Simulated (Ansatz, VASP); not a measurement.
P in VASP and in Ansatz

```xyz
1
Lattice="4.2729 0.0000 0.0000 0.0000 4.2729 0.0000 0.0000 0.0000 4.3780" Properties=species:S:1:pos:R:3 pbc="T T T"
P     0.0000    0.0000    0.0000
```

Alike in both runs: task single point; functional PBE; k mesh 3 × 3 × 3; occupations fermi-dirac, width 0.08 eV; no spin polarisation.

|  | VASP | Ansatz |
| --- | --- | --- |
| version | VASP 6.6.1 | Ansatz 0.2.0 |
| potentials or method | VASP PAW PBE potentials, release 64 (P), cutoff 520 eV | all-electron LAPW, scalar-relativistic |

|  | VASP | Ansatz | Ansatz less VASP |
| --- | --- | --- | --- |
| pressure (GPa) | -3.3 | -3.2 | +0.01 |
| traceless stress, the component that is largest in VASP (GPa) | 0.30 | 0.30 | -0.001 |

Ansatz ran all-electron here, and VASP with PAW potentials.

The k mesh is coarse, so the values compare programs but aren't converged.
